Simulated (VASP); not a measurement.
# Al (Fm-3m) in VASP: a series of runs, part 2 of 2

VASP 6.6.1. Earlier steps stand in the parts before.

**3. Single point, r2SCAN**

Contents of POSCAR:

```
Al
1.0
    0.0000000000      1.9966927595      1.9966927595
    1.9966927595      0.0000000000      1.9966927595
    1.9966927595      1.9966927595      0.0000000000
Al
1
Direct
    0.0000000000      0.0000000000      0.0000000000
```

Contents of INCAR.step1:

```
SYSTEM = Al
PREC = Accurate ; ENCUT = 520
ISMEAR = 0 ; SIGMA = 0.2
LREAL = .FALSE. ; LASPH = .TRUE.
NELM = 60 ; NBANDS = 8
GGA = PE ; ALGO = Normal
EDIFF = 1E-4 ; LWAVE = .TRUE.
LCHARG = .FALSE.
```

Contents of INCAR.step2:

```
SYSTEM = Al
PREC = Accurate ; ENCUT = 520
EDIFF = 1E-6 ; ISMEAR = 0
SIGMA = 0.2 ; LREAL = .FALSE.
LASPH = .TRUE. ; NELM = 60
ALGO = Normal ; ISIF = 2
LWAVE = .FALSE. ; LCHARG = .FALSE.
METAGGA = R2SCAN ; LMIXTAU = .TRUE.
NBANDS = 8 ; ISTART = 1
```

Contents of KPOINTS:

```
regular mesh
0
G
  14 14 14
  0 0 0
```

Potentials or basis: VASP PAW PBE potentials, release 64 (Al).

The run is started by

```console
> cat potpaw_PBE.64/Al/POTCAR > POTCAR
> cp INCAR.step1 INCAR
> mpirun -np 1 vasp_std > vasp.out
> cp INCAR.step2 INCAR
> mpirun -np 1 vasp_std > vasp.out
```

OUTCAR:

```text
SYSTEM = Al
   PREC = Accurate
   ENCUT = 520
   EDIFF = 1E-6
   ISMEAR = 0
   LREAL = .FALSE.
   LASPH = .TRUE.
   NELM = 60
   ISIF = 2
   METAGGA = R2SCAN
   ISTART = 1

 ion  position               nearest neighbor table
   1  0.000  0.000  0.000-

  LATTYP: Found a face centered cubic cell.
 ALAT       =     3.9933855190

  Lattice vectors:

 A1 = (   0.0000000000,   1.9966927595,   1.9966927595)
 A2 = (   1.9966927595,   0.0000000000,   1.9966927595)
 A3 = (   1.9966927595,   1.9966927595,   0.0000000000)

Analysis of symmetry for initial positions (statically):
=====================================================================
 Subroutine PRICEL returns:
 Original cell was already a primitive cell.

 Routine SETGRP: Setting up the symmetry group for a
 face centered cubic supercell.

 Subroutine GETGRP returns: Found 48 space group operations
 (whereof 48 operations were pure point group operations)
 out of a pool of 48 trial point group operations.

The static configuration has the point symmetry O_h .

Analysis of symmetry for dynamics (positions and initial velocities):
=====================================================================
 Subroutine PRICEL returns:
 Original cell was already a primitive cell.

 Routine SETGRP: Setting up the symmetry group for a
 face centered cubic supercell.

 Subroutine GETGRP returns: Found 48 space group operations
 (whereof 48 operations were pure point group operations)
 out of a pool of 48 trial point group operations.

The dynamic configuration has the point symmetry O_h .

 Subroutine INISYM returns: Found 48 space group operations
 (whereof 48 operations are pure point group operations),
 and found     1 'primitive' translations

----------------------------------------------------------------------------------------

                                     Primitive cell

  volume of cell :      15.9208

  direct lattice vectors                    reciprocal lattice vectors
     0.000000000  1.996692759  1.996692759    -0.250414090  0.250414090  0.250414090
     1.996692759  0.000000000  1.996692759     0.250414090 -0.250414090  0.250414090
     1.996692759  1.996692759  0.000000000     0.250414090  0.250414090 -0.250414090

  length of vectors
     2.823749980  2.823749980  2.823749980     0.433729926  0.433729926  0.433729926

  position of ions in fractional coordinates (direct lattice)
     0.000000000  0.000000000  0.000000000

  ion indices of the primitive-cell ions
   primitive index   ion index
                 1           1

----------------------------------------------------------------------------------------

 KPOINTS: regular mesh

Automatic generation of k-mesh.
 Grid dimensions read from file:
 generate k-points for:   14   14   14

 Generating k-lattice:

  Cartesian coordinates                     Fractional coordinates (reciprocal lattice)
    -0.017886721  0.017886721  0.017886721     0.071428571  0.000000000  0.000000000
     0.017886721 -0.017886721  0.017886721     0.000000000  0.071428571  0.000000000
     0.017886721  0.017886721 -0.017886721     0.000000000  0.000000000  0.071428571

  Length of vectors
     0.030980709  0.030980709  0.030980709

  Shift w.r.t. Gamma in fractional coordinates (k-lattice)
     0.000000000  0.000000000  0.000000000

 Subroutine IBZKPT returns following result:
 ===========================================

 Found    104 irreducible k-points:

 Following reciprocal coordinates:
            Coordinates               Weight
  0.000000  0.000000  0.000000      1.000000
  0.071429  0.000000  0.000000      8.000000
  0.142857  0.000000  0.000000      8.000000
  0.214286  0.000000  0.000000      8.000000
  0.285714  0.000000  0.000000      8.000000
  0.357143  0.000000  0.000000      8.000000
[... 16 lines left out ...]
  0.214286  0.142857  0.000000     24.000000
  0.285714  0.142857  0.000000     24.000000
 [... further k-points ...]
   k-points           NKPTS =    104   k-points in BZ     NKDIM =    104   number of bands    NBANDS=      8
   number of dos      NEDOS =    301   number of ions     NIONS =      1
   total plane-waves  NPLWV =  13824
   dimension x,y,z NGX =    24 NGY =   24 NGZ =   24
   dimension x,y,z NGXF=    48 NGYF=   48 NGZF=   48
   ions per type =               1
   NGX,Y,Z   is equivalent  to a cutoff of  14.13, 14.13, 14.13 a.u.
   NGXF,Y,Z  is equivalent  to a cutoff of  28.26, 28.26, 28.26 a.u.
 SYSTEM =  Al
   PREC   = accura    normal or accurate (medium, high low for compatibility)
   ISTART =      1    job   : 0-new  1-cont  2-samecut
   ICHARG =      0    charge: 1-file 2-atom 10-const
   ISPIN  =      1    spin polarized calculation?
   LNONCOLLINEAR =      F non collinear calculations
   LSORBIT =      F    spin-orbit coupling
   LASPH  =      T    aspherical Exc in radial PAW
   ENCUT  =  520.0 eV  38.22 Ry    6.18 a.u.   5.25  5.25  5.25*2*pi/ulx,y,z
   NELM   =     60;   NELMIN=  2; NELMDL=  0     # of ELM steps
   EDIFF  = 0.1E-05   stopping-criterion for ELM
   LREAL  =      F    real-space projection
   EDIFFG = 0.1E-04   stopping-criterion for IOM
   NSW    =      0    number of steps for IOM
   IBRION =     -1    ionic relax: 0-MD 1-quasi-New 2-CG
   NFREE  =      0    steps in history (QN), initial steepest desc. (CG)
   ISIF   =      2    stress and relaxation
   ISYM   =      2    0-nonsym 1-usesym 2-fastsym
   POTIM  = 0.5000    time-step for ionic-motion
   TEBEG  =    0.0;   TEEND  =   0.0 temperature during run
   PSTRESS=    0.0 pullay stress
   NELECT =       3.0000    total number of electrons
   NUPDOWN=      -1.0000    fix difference up-down
   EMIN   =  10.00;   EMAX   =-10.00  energy-range for DOS
   EFERMI =   0.00;   METHOD = LEGACY
   ISMEAR =     0;   SIGMA  =   0.20  broadening in eV -4-tet -1-fermi 0-gaus
   EFERMI_NEDOS =   21; number of points for ismear=-14 and -15
   IALGO  =     38    algorithm
   IMIX   =      4    mixing-type and parameters
     AMIX     =   0.40;   BMIX     =  1.00
     AMIX_MAG =   1.60;   BMIX_MAG =  1.00
  volume/ion in A,a.u.               =      15.92       107.44
  Fermi-wavevector in a.u.,A,eV,Ry     =   0.938557  1.773616 11.985227  0.880889
  Thomas-Fermi vector in A             =   2.065781
   LORBIT       =      0    0 simple, 1 ext, 2 COOP (PROOUT), +10 PAW based schemes
   METAGGA = R2SCAN    functional components
   LHFCALC =     F    Hartree Fock is set to
   AEXX    =    0.0000 exact exchange contribution
   IVDW    =     0    specifies the selected vdW correction
   LEPSILON=     F    determine dielectric tensor
   LRPA    =     F    only Hartree local field effects (RPA)
 non-spin polarized calculation
 Gauss-broadening in eV      SIGMA  =   0.20
  energy-cutoff  :      520.00
  volume of cell :       15.92
 maximum number of plane-waves:       444
 NGX is ok and might be reduce to    24
   NGX = 11   NGY = 11   NGZ = 11

 number of electron       3.0000000 magnetization

 Free energy of the ion-electron system (eV)
  ---------------------------------------------------
  ext. energy  EPLUGINS =         0.00000000
  ---------------------------------------------------
  free energy    TOTEN  =        -6.73719284 eV

  energy without entropy =       -6.72968839  energy(sigma->0) =       -6.73344062

 E-fermi :   8.3721     XC(G=0): -11.0403

 val. band max:        8.2769004428   @ k =  -0.3571   0.4286   0.2143
 cond. band min:       8.3871395573   @ k =   0.5000   0.2857   0.0000
 fundamental gap:      0.1102391145
 Fermi energy:         8.3720761352

 k-point     1 :       0.0000    0.0000    0.0000
  band No.  band energies     occupation
      1      -3.7002      2.00000
      2      21.9197      0.00000
      3      21.9197      0.00000
      4      21.9197      0.00000
      5      24.1141      0.00000
      6      24.1141      0.00000
      7      24.1141      0.00000
      8      26.0153      0.00000
[... 243 lines left out ...]
 k-point    24 :       0.2857    0.1429    0.0000
  band No.  band energies     occupation
      1      -1.5040      2.00000
      2      13.0273      0.00000
      3      17.6224      0.00000
      4      19.0498      0.00000
      5      19.8797      0.00000
      6      24.0938      0.00000
      7      28.1895      0.00000
      8      28.8466      0.00000

 [... further k-points ...]

------------------------ aborting loop because EDIFF is reached ----------------------------------------

  FORCE on cell =-STRESS in cart. coord.  units (eV):
  Direction    XX          YY          ZZ          XY          YZ          ZX
  --------------------------------------------------------------------------------------
  -------------------------------------------------------------------------------------
  Total       -0.0576350     -0.0576350     -0.0576350     -0.0000000      0.0000000      0.0000000
  in kB       -5.8000658     -5.8000658     -5.8000658     -0.0000000      0.0000000      0.0000000
  external PRESSURE =      -5.8000658 kB  Pullay stress =       0.0000000 kB

 VOLUME and BASIS-vectors are now :
 -----------------------------------------------------------------------------
  energy-cutoff  :      520.00
  volume of cell :       15.92
      direct lattice vectors                 reciprocal lattice vectors
     0.000000000  1.996692759  1.996692759    -0.250414090  0.250414090  0.250414090
     1.996692759  0.000000000  1.996692759     0.250414090 -0.250414090  0.250414090
     1.996692759  1.996692759  0.000000000     0.250414090  0.250414090 -0.250414090

 POSITION                                       TOTAL-FORCE (eV/Angst)
 -----------------------------------------------------------------------------------
      0.00000      0.00000      0.00000         0.000000      0.000000      0.000000
 -----------------------------------------------------------------------------------
    total drift:                               -0.000000      0.000000      0.000000

  FREE ENERGIE OF THE ION-ELECTRON SYSTEM (eV)
  ---------------------------------------------------
  free  energy   TOTEN  =        -6.7371928415 eV

  energy  without entropy=       -6.7296883890  energy(sigma->0) =       -6.73344062
```

Wall time 25 s (1 thread of Intel Xeon Platinum 8488C (Sapphire Rapids), shared host); peak memory 0.13 GiB.

What came out:

```yaml
Free_energy: -6.7372 eV
Pressure: -0.6 GPa
Band_gap_on_the_k_mesh: zero (an odd number of electrons rules out a gap without spin polarisation)
```

Caveat: the PAW data sets were made with another functional, which shifts forces and pressure a little.

**4. Single point, r2SCAN**

POSCAR is that of step 3.

Contents of INCAR.step1:

```
SYSTEM = Al
PREC = Accurate ; ENCUT = 520
ISMEAR = 0 ; SIGMA = 0.3
LREAL = .False. ; LASPH = .True.
NELM = 60 ; NBANDS = 8
GGA = PE ; ALGO = Normal
EDIFF = 1E-4 ; LWAVE = .True.
LCHARG = .False.
```

Contents of INCAR.step2:

```
SYSTEM = Al
PREC = Accurate ; ENCUT = 520
EDIFF = 1E-7 ; ISMEAR = 0
SIGMA = 0.3 ; LREAL = .False.
LASPH = .True. ; NELM = 60
ALGO = Normal ; ISIF = 2
LWAVE = .False. ; LCHARG = .True.
METAGGA = R2SCAN ; LMIXTAU = .True.
LELF = .True. ; LVHAR = .True.
NBANDS = 8 ; ISTART = 1
```

Contents of KPOINTS:

```
Automatic mesh
0
Gamma
  14 14 14
  0 0 0
```

The run is started by

```console
> cat potpaw_PBE.64/Al/POTCAR > POTCAR
> cp INCAR.step1 INCAR
> mpirun -np 1 vasp_std > vasp.out
> cp INCAR.step2 INCAR
> mpirun -np 1 vasp_std > vasp.out
```

It took 30 s on 1 thread of Intel Xeon Platinum 8488C (Sapphire Rapids), shared host; peak memory 0.14 GiB.

It converged, with:

| Quantity | Value |
| --- | --- |
| Free energy | -6.7420 eV |
| Pressure | -0.5 GPa |
| Band gap on the k mesh | zero (an odd number of electrons rules out a gap without spin polarisation) |

Levels at points of the mesh, in eV from the Fermi level:
```csv
k point,band 1,band 2,band 3,band 4
"(0.00, 0.00, 0.00)",-12.08,13.54,13.54,13.54
"(0.50, 0.00, 0.00)",-5.13,-4.57,12.26,12.26
"(0.50, 0.50, 0.00)",-3.23,-1.65,5.48,6.19
```

Caveat: so wide a smearing shifts energies and pressures; the PAW data sets were made with another functional, which shifts forces and pressure a little.

**5. Summary**

| smearing | gap on the mesh (eV) | pressure (GPa) |
| --- | --- | --- |
| gaussian 0.1 eV | none | -0.7 |
| gaussian 0.2 eV | none | -0.6 |
| gaussian 0.3 eV | none | -0.5 |

Alike in all rows: task single point; level r2SCAN; potentials or basis VASP PAW PBE potentials, release 64 (Al); no spin polarisation; cell as given; k mesh 14 × 14 × 14; cutoff (eV) 520.

Caveats: the PAW data sets were made with another functional, which shifts forces and pressure a little; so wide a smearing shifts energies and pressures (at least some runs).

Total energies depend on the potentials used, so only differences within one code and one set of settings carry meaning.
